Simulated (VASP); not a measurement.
A run of VASP 6.6.1 is set up as follows.

Contents of POSCAR:

```
La
1.0
   -2.1517794207      2.1517794207      2.1517794207
    2.1517794207     -2.1517794207      2.1517794207
    2.1517794207      2.1517794207     -2.1517794207
La
1
Direct
    0.0000000000      0.0000000000      0.0000000000
```

INCAR.step1

```
SYSTEM = La
ALGO = Normal
EDIFF = 1E-4
ENCUT = 520
GGA = PE
ISMEAR = -1
LASPH = .TRUE.
LCHARG = .FALSE.
LREAL = .FALSE.
LWAVE = .TRUE.
NBANDS = 12
NELM = 80
PREC = Accurate
SIGMA = 0.1
```

File INCAR.step2:

```
SYSTEM = La
ALGO = Normal
EDIFF = 1E-6
ENCUT = 520
ISIF = 2
ISMEAR = -1
ISTART = 1
LASPH = .TRUE.
LCHARG = .FALSE.
LMIXTAU = .TRUE.
LREAL = .FALSE.
LWAVE = .FALSE.
METAGGA = R2SCAN
NBANDS = 12
NELM = 80
PREC = Accurate
SIGMA = 0.1
```

KPOINTS

```
k-points
0
G
  8 8 8
  0 0 0
```

Potentials or basis: VASP PAW PBE potentials, release 64 (La).

Run with:

```sh
$ cat potpaw_PBE.64/La/POTCAR > POTCAR
$ cp INCAR.step1 INCAR
$ mpirun -np 1 vasp_std > vasp.out
$ cp INCAR.step2 INCAR
$ mpirun -np 1 vasp_std > vasp.out
```

What does it give for the pressure?

-1.0 GPa.

Caveat: the PAW data sets were made with another functional, which shifts forces and pressure a little.
